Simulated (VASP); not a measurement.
Input of a VASP 6.6.1 run:

POSCAR

```
Zr2O
1.0
    0.0000000000      3.6426096365      3.6426096365
    3.6426096365      0.0000000000      3.6426096365
    3.6426096365      3.6426096365      0.0000000000
Zr O
4 2
Direct
    0.6250000000      0.6250000000      0.6250000000
    0.1250000000      0.6250000000      0.6250000000
    0.6250000000      0.6250000000      0.1250000000
    0.6250000000      0.1250000000      0.6250000000
    0.0000000000      0.0000000000      0.0000000000
    0.2500000000      0.2500000000      0.2500000000
```

The input INCAR.step1:

```
SYSTEM = Zr2O
ALGO = Normal ; EDIFF = 1E-4
ENCUT = 520 ; GGA = PE
ISMEAR = 0 ; LASPH = .True.
LCHARG = .False. ; LREAL = .False.
LWAVE = .True. ; NBANDS = 39
NELM = 60 ; PREC = Accurate
SIGMA = 0.1
```

INCAR.step2

```
SYSTEM = Zr2O
ALGO = Normal ; EDIFF = 1E-6
ENCUT = 520 ; ISIF = 2
ISMEAR = 0 ; ISTART = 1
LASPH = .True. ; LCHARG = .True.
LELF = .True. ; LMIXTAU = .True.
LREAL = .False. ; LVHAR = .True.
LWAVE = .False. ; METAGGA = R2SCAN
NBANDS = 39 ; NELM = 60
PREC = Accurate ; SIGMA = 0.1
```

The input KPOINTS:

```
k-points
0
Gamma
  4 4 4
  0 0 0
```

Potentials or basis: VASP PAW PBE potentials, release 64 (Zr_sv, O).

The run is started by

```console
$ cat potpaw_PBE.64/Zr_sv/POTCAR potpaw_PBE.64/O/POTCAR > POTCAR
$ cp INCAR.step1 INCAR
$ mpirun -np 1 vasp_std > vasp.out
$ cp INCAR.step2 INCAR
$ mpirun -np 1 vasp_std > vasp.out
```

Q: Estimate the band gap on the k mesh.

A: Zero (bands 30 and 31 overlap by 1.94 eV).

Q: What does it give for the pressure?

A: 14.2 GPa.

Caveat: the k points lie up to 0.37 Å⁻¹ apart, too coarse for converged energies and pressures of a metal; the PAW data sets were made with another functional, which shifts forces and pressure a little.
